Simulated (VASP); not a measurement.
Input of a VASP 6.6.1 run:

File POSCAR:

```
BAs
1.0
    0.0000000000      2.3885000000      2.3885000000
    2.3885000000      0.0000000000      2.3885000000
    2.3885000000      2.3885000000      0.0000000000
B As
1 1
Direct
    0.0000000000      0.0000000000      0.0000000000
    0.2500000000      0.2500000000      0.2500000000
```

File INCAR.step1:

```
SYSTEM = BAs
PREC = Accurate
ENCUT = 500
EDIFF = 1E-8
ISMEAR = 0
SIGMA = 0.01
LREAL = .False.
LASPH = .True.
NELM = 60
ALGO = Normal
LWAVE = .True.
LCHARG = .False.
GGA = PE
```

INCAR.step2

```
SYSTEM = BAs
PREC = Accurate
ENCUT = 500
EDIFF = 1E-8
ISMEAR = 0
SIGMA = 0.01
LREAL = .False.
LASPH = .True.
NELM = 1
ALGO = Exact
LWAVE = .True.
LCHARG = .False.
GGA = PE
NBANDS = 744
LOPTICS = .True.
ISTART = 1
```

Contents of INCAR.step3:

```
SYSTEM = BAs
PREC = Accurate
ENCUT = 500
EDIFF = 1E-8
ISMEAR = 0
SIGMA = 0.01
LREAL = .False.
LASPH = .True.
ALGO = EVGW0
LWAVE = .False.
LCHARG = .False.
GGA = PE
NELMGW = 1
NBANDS = 744
ENCUTGW = 200
NOMEGA = 48
PRECFOCK = Fast
ISTART = 1
NBANDSGW = 12
```

File KPOINTS:

```
regular mesh
0
Gamma
  2 2 2
  0 0 0
```

Potentials or basis: VASP PAW PBE potentials, release 64 (B_GW, As_GW).

The run is started by

```sh
$ cat potpaw_PBE.64/B_GW/POTCAR potpaw_PBE.64/As_GW/POTCAR > POTCAR
$ cp INCAR.step1 INCAR
$ mpirun -np 1 vasp_std > vasp.out
$ cp INCAR.step2 INCAR
$ mpirun -np 1 vasp_std > vasp.out
$ cp INCAR.step3 INCAR
$ mpirun -np 1 vasp_std > vasp.out
```

Question: Predict the quasiparticle gap.

Answer: 1.79 eV.

Question: Predict the least direct quasiparticle gap.

Answer: 4.06 eV.

Question: Predict the least direct gap of the starting levels on the mesh.

Answer: 3.14 eV.

Question: Estimate the band gap of the starting levels on the mesh.

Answer: 1.28 eV.

Caveat: the k points lie up to 1.14 Å⁻¹ apart, too coarse for converged energies, forces and pressures; bands, screening cutoff and mesh are small and nothing is extrapolated, so the quasiparticle values aren't converged.
